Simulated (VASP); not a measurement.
# Ag in VASP: relaxation of the atoms with LDA

Aim: the relaxation of the atoms of Ag with LDA.

All numbers are computed with VASP 6.6.1; they aren't measurements. Logs are shortened: lines on timing, memory, paths and dates and some standing lists are left out, and cuts for length are marked.

## (1) The cell of the first run

The cell holds a slab with vacuum, 2 atoms: a = 2.829 Å, b = 4.001 Å, c = 17.415 Å, α = 90.00°, β = 90.00°, γ = 90.00°.

## (2) Relaxation of the atoms, LDA

INCAR

```
SYSTEM = Ag
PREC     = Accurate       ! precision mode
ENCUT    = 520            ! plane-wave cutoff, eV
EDIFF    = 1E-7           ! SCF threshold, eV
ISMEAR   = -1             ! smearing method
SIGMA    = 0.1            ! smearing width, eV
LREAL    = .False.        ! projectors in reciprocal space
LASPH    = .True.         ! aspherical terms in the spheres
NELM     = 100            ! most SCF steps
ALGO     = Normal         ! electronic algorithm
ISIF     = 2              ! what is computed and relaxed
LWAVE    = .False.        ! write WAVECAR
LCHARG   = .False.        ! write CHGCAR
LDIPOL   = .True.       
IDIPOL   = 3            
DIPOL    = 0.5 0.5 0.500
GGA      = CA             ! functional
IBRION   = 2              ! ionic algorithm
NSW      = 32             ! ionic steps
EDIFFG   = -0.01          ! ionic threshold
```

KPOINTS

```
regular mesh
0
Gamma
  12 8 1
  0 0 0
```

POSCAR

```
Ag
1.0
    2.8289222033      0.0000000000      0.0000000000
    0.0000000000      4.0007001469      0.0000000000
    0.0000000000      0.0000000000     17.4145000000
Ag
2
Direct
    0.2500000000      0.2500000000      0.4725355525
    0.7500000000      0.7500000000      0.5274644475
```

Potentials or basis: VASP PAW LDA potentials, release 64 (Ag).

On the command line:

```
cat potpaw_LDA.64/Ag/POTCAR > POTCAR
mpirun -np 1 vasp_std > vasp.out
```

OUTCAR:

```text
SYSTEM = Ag
   PREC = Accurate
   ENCUT = 520
   EDIFF = 1E-7
   ISMEAR = -1
   LREAL = .False.
   LASPH = .True.
   NELM = 100
   ISIF = 2
   GGA = CA
   IBRION = 2
   NSW = 32
   EDIFFG = -0.01

 ion  position               nearest neighbor table
   1  0.250  0.250  0.473-   2 2.63   2 2.63   2 2.63   2 2.63
   2  0.750  0.750  0.527-   1 2.63   1 2.63   1 2.63   1 2.63

  LATTYP: Found a simple orthorhombic cell.
 ALAT       =     2.8289222033
 B/A-ratio  =     1.4142135624
 C/A-ratio  =     6.1558780159

  Lattice vectors:

 A1 = (   2.8289222033,   0.0000000000,   0.0000000000)
 A2 = (   0.0000000000,   4.0007001469,   0.0000000000)
 A3 = (   0.0000000000,   0.0000000000,  17.4145000000)

Analysis of symmetry for initial positions (statically):
=====================================================================
 Subroutine PRICEL returns:
 Original cell was already a primitive cell.

 Routine SETGRP: Setting up the symmetry group for a
 simple orthorhombic supercell.

 Subroutine GETGRP returns: Found  8 space group operations
 (whereof  2 operations were pure point group operations)
 out of a pool of  8 trial point group operations.

The static configuration has the point symmetry S_2 .
 The point group associated with its full space group is D_2h.

Analysis of symmetry for dynamics (positions and initial velocities):
=====================================================================
 Subroutine PRICEL returns:
 Original cell was already a primitive cell.

 Routine SETGRP: Setting up the symmetry group for a
 simple orthorhombic supercell.

 Subroutine GETGRP returns: Found  8 space group operations
 (whereof  2 operations were pure point group operations)
 out of a pool of  8 trial point group operations.

The dynamic configuration has the point symmetry S_2 .
 The point group associated with its full space group is D_2h.

 Subroutine INISYM returns: Found  8 space group operations
 (whereof  2 operations are pure point group operations),
 and found     1 'primitive' translations

----------------------------------------------------------------------------------------

                                     Primitive cell

  volume of cell :     197.0916

  direct lattice vectors                    reciprocal lattice vectors
     2.828922203  0.000000000  0.000000000     0.353491517  0.000000000  0.000000000
     0.000000000  4.000700147  0.000000000     0.000000000  0.249956248  0.000000000
     0.000000000  0.000000000 17.414500000     0.000000000  0.000000000  0.057423412

  length of vectors
     2.828922203  4.000700147 17.414500000     0.353491517  0.249956248  0.057423412

  position of ions in fractional coordinates (direct lattice)
     0.250000000  0.250000000  0.472535552
     0.750000000  0.750000000  0.527464448

  ion indices of the primitive-cell ions
   primitive index   ion index
                 1           1
                 2           2

----------------------------------------------------------------------------------------

 KPOINTS: regular mesh

Automatic generation of k-mesh.
 Grid dimensions read from file:
 generate k-points for:   12    8    1

 Generating k-lattice:

  Cartesian coordinates                     Fractional coordinates (reciprocal lattice)
     0.029457626  0.000000000  0.000000000     0.083333333  0.000000000  0.000000000
     0.000000000  0.031244531  0.000000000     0.000000000  0.125000000  0.000000000
     0.000000000  0.000000000  0.057423412     0.000000000  0.000000000  1.000000000

  Length of vectors
     0.029457626  0.031244531  0.057423412

  Shift w.r.t. Gamma in fractional coordinates (k-lattice)
     0.000000000  0.000000000  0.000000000

 Subroutine IBZKPT returns following result:
 ===========================================

 Found     35 irreducible k-points:

 Following reciprocal coordinates:
            Coordinates               Weight
  0.000000  0.000000  0.000000      1.000000
  0.083333  0.000000  0.000000      2.000000
  0.166667  0.000000  0.000000      2.000000
  0.250000  0.000000  0.000000      2.000000
  0.333333  0.000000  0.000000      2.000000
  0.416667  0.000000  0.000000      2.000000
[... 16 lines left out ...]
  0.083333  0.375000  0.000000      4.000000
  0.166667  0.375000  0.000000      4.000000
 [... further k-points ...]
   k-points           NKPTS =     35   k-points in BZ     NKDIM =     35   number of bands    NBANDS=     15
   number of dos      NEDOS =    301   number of ions     NIONS =      2
   total plane-waves  NPLWV = 100800
   dimension x,y,z NGX =    24 NGY =   30 NGZ =  140
   dimension x,y,z NGXF=    48 NGYF=   60 NGZF=  280
   ions per type =               2
   NGX,Y,Z   is equivalent  to a cutoff of  14.10, 12.47, 13.36 a.u.
   NGXF,Y,Z  is equivalent  to a cutoff of  28.21, 24.93, 26.73 a.u.
 SYSTEM =  Ag
   PREC   = accura    normal or accurate (medium, high low for compatibility)
   ISTART =      0    job   : 0-new  1-cont  2-samecut
   ICHARG =      2    charge: 1-file 2-atom 10-const
   ISPIN  =      1    spin polarized calculation?
   LNONCOLLINEAR =      F non collinear calculations
   LSORBIT =      F    spin-orbit coupling
   LASPH  =      T    aspherical Exc in radial PAW
   ENCUT  =  520.0 eV  38.22 Ry    6.18 a.u.   5.26  7.44 32.38*2*pi/ulx,y,z
   NELM   =    100;   NELMIN=  2; NELMDL= -5     # of ELM steps
   EDIFF  = 0.1E-06   stopping-criterion for ELM
   LREAL  =      F    real-space projection
   EDIFFG = -.1E-01   stopping-criterion for IOM
   NSW    =     32    number of steps for IOM
   IBRION =      2    ionic relax: 0-MD 1-quasi-New 2-CG
   NFREE  =      1    steps in history (QN), initial steepest desc. (CG)
   ISIF   =      2    stress and relaxation
   ISYM   =      2    0-nonsym 1-usesym 2-fastsym
   POTIM  = 0.5000    time-step for ionic-motion
   TEBEG  =    0.0;   TEEND  =   0.0 temperature during run
   PSTRESS=    0.0 pullay stress
   NELECT =      22.0000    total number of electrons
   NUPDOWN=      -1.0000    fix difference up-down
   EMIN   =  10.00;   EMAX   =-10.00  energy-range for DOS
   EFERMI =   0.00;   METHOD = LEGACY
   ISMEAR =    -1;   SIGMA  =   0.10  broadening in eV -4-tet -1-fermi 0-gaus
   EFERMI_NEDOS =   21; number of points for ismear=-14 and -15
   IALGO  =     38    algorithm
   IMIX   =      4    mixing-type and parameters
     AMIX     =   0.40;   BMIX     =  1.00
     AMIX_MAG =   1.60;   BMIX_MAG =  1.00
  volume/ion in A,a.u.               =      98.55       665.02
  Fermi-wavevector in a.u.,A,eV,Ry     =   0.788242  1.489562  8.453652  0.621326
  Thomas-Fermi vector in A             =   1.893144
   LORBIT       =      0    0 simple, 1 ext, 2 COOP (PROOUT), +10 PAW based schemes
   GGA     = CA    functional components
   LHFCALC =     F    Hartree Fock is set to
   AEXX    =    0.0000 exact exchange contribution
   IVDW    =     0    specifies the selected vdW correction
   LEPSILON=     F    determine dielectric tensor
   LRPA    =     F    only Hartree local field effects (RPA)
 conjugate gradient relaxation of ions
 non-spin polarized calculation
  energy-cutoff  :      520.00
  volume of cell :      197.09
 maximum number of plane-waves:      5342
 NGX is ok and might be reduce to    24
   NGX = 11   NGY = 15   NGZ = 65

 dipolmoment           0.000000      0.000000      0.000000 electrons x Angstroem

 number of electron      21.9999996 magnetization

 dipolmoment           0.000000      0.000000     -0.000000 electrons x Angstroem

 Free energy of the ion-electron system (eV)
  ---------------------------------------------------
  ext. energy  EPLUGINS =         0.00000000
  ---------------------------------------------------
  free energy    TOTEN  =        -5.81110377 eV

  energy without entropy =       -5.79441488  energy(sigma->0) =       -5.80275933

 E-fermi :  -2.2180     XC(G=0):  -3.0934

 val. band max:       -2.3763608580   @ k =   0.0000   0.0000   0.0000
 cond. band min:      -2.2019594009   @ k =   0.0000   0.1250   0.0000
 fundamental gap:      0.1744014571
 Fermi energy:        -2.2180241776

 k-point     1 :       0.0000    0.0000    0.0000
  band No.  band energies     occupation
      1      -8.5236      2.00000
      2      -8.5101      2.00000
      3      -7.0242      2.00000
      4      -6.8291      2.00000
      5      -6.5470      2.00000
      6      -6.3495      2.00000
      7      -6.2187      2.00000
      8      -5.7433      2.00000
      9      -5.7135      2.00000
     10      -5.6240      2.00000
     11      -4.5186      2.00000
     12      -2.3764      1.65936
     13       1.3416      0.00000
     14       2.0802      0.00000
     15       2.5139      0.00000

 k-point     2 :       0.0833    0.0000    0.0000
  band No.  band energies     occupation
      1      -8.4072      2.00000
      2      -8.3601      2.00000
      3      -7.1921      2.00000
      4      -6.8633      2.00000
      5      -6.6226      2.00000
      6      -6.2265      2.00000
      7      -6.1864      2.00000
      8      -5.8464      2.00000
      9      -5.7681      2.00000
     10      -5.4557      2.00000
     11      -4.5915      2.00000
     12      -2.1831      0.82731
     13       1.4691      0.00000
     14       2.3853      0.00000
     15       2.6443      0.00000
[... 365 lines left out ...]
      3      -7.2978      2.00000
      4      -6.8736      2.00000
      5      -6.6417      2.00000
      6      -6.2948      2.00000
      7      -5.7187      2.00000
      8      -5.6835      2.00000
      9      -5.4737      2.00000
     10      -5.0116      2.00000
     11      -4.8817      2.00000
     12      -2.4943      1.88121
     13      -0.5939      0.00000
     14       1.6234      0.00000
     15       3.1975      0.00000

 k-point    24 :       0.1667    0.3750    0.0000
  band No.  band energies     occupation
      1      -7.7062      2.00000
      2      -7.7060      2.00000
      3      -7.3532      2.00000
      4      -7.1700      2.00000
      5      -6.4449      2.00000
      6      -6.3278      2.00000
      7      -6.0151      2.00000
      8      -5.9110      2.00000
      9      -5.4681      2.00000
     10      -5.3121      2.00000
     11      -4.4172      2.00000
     12      -1.9021      0.08145
     13       0.0173      0.00000
     14       2.1391      0.00000
     15       3.5616      0.00000

 [... further k-points ...]

------------------------ aborting loop because EDIFF is reached ----------------------------------------

 vacuum level on the upper side and lower side of the slab       (xc-potential included)        -0.077        -0.077

  FORCE on cell =-STRESS in cart. coord.  units (eV):
  Direction    XX          YY          ZZ          XY          YZ          ZX
  --------------------------------------------------------------------------------------
  -------------------------------------------------------------------------------------
  Total       -0.4762951      1.3212903     -0.0076118      0.0000000      0.0000000      0.0000000
  in kB       -3.8718512     10.7409036     -0.0618769      0.0000000      0.0000000      0.0000000
  external PRESSURE =       2.2690585 kB  Pullay stress =       0.0000000 kB

 VOLUME and BASIS-vectors are now :
 -----------------------------------------------------------------------------
  energy-cutoff  :      520.00
  volume of cell :      197.09
      direct lattice vectors                 reciprocal lattice vectors
     2.828922203  0.000000000  0.000000000     0.353491517  0.000000000  0.000000000
     0.000000000  4.000700147  0.000000000     0.000000000  0.249956248  0.000000000
     0.000000000  0.000000000 17.414500000     0.000000000  0.000000000  0.057423412

 POSITION                                       TOTAL-FORCE (eV/Angst)
 -----------------------------------------------------------------------------------
      0.70723      1.00018      8.22897         0.000000      0.000000     -0.009775
      2.12169      3.00053      9.18553        -0.000000     -0.000000      0.009775
 -----------------------------------------------------------------------------------
    total drift:                                0.000000     -0.000000     -0.000000

  FREE ENERGIE OF THE ION-ELECTRON SYSTEM (eV)
  ---------------------------------------------------
  free  energy   TOTEN  =        -5.8111037716 eV

  energy  without entropy=       -5.7944148813  energy(sigma->0) =       -5.80275933

 reached required accuracy - stopping structural energy minimisation

 vacuum level on the upper side and lower side of the slab         2.147         2.147
```

Run time: 4.2 min. Hardware: 1 thread of Oxide Virtual Turin-like, shared host; peak memory 0.25 GiB.

What came out:

```
Free energy                  : -5.8111 eV
Largest force after relaxing : 0.010 eV/Å
Band gap on the k mesh       : zero (bands 11 and 12 overlap by 4.08 eV)
```

Forces on the atoms (eV/Å):
```
Ag   0.000  0.000 -0.010
Ag   0.000  0.000  0.010
```

Final structure:
```yaml
crystal:
  lattice:
    - [2.82892, 0.00000, 0.00000]
    - [0.00000, 4.00070, 0.00000]
    - [0.00000, 0.00000, 17.41450]
  atoms:
    - { symbol: Ag, position: [0.25000, 0.25000, 0.47254] }
    - { symbol: Ag, position: [0.75000, 0.75000, 0.52746] }
```

Caveat: the relaxation stopped at its first step, so nothing moved.

The gap in the log of VASP goes by the Fermi energy; the results here count the filled bands.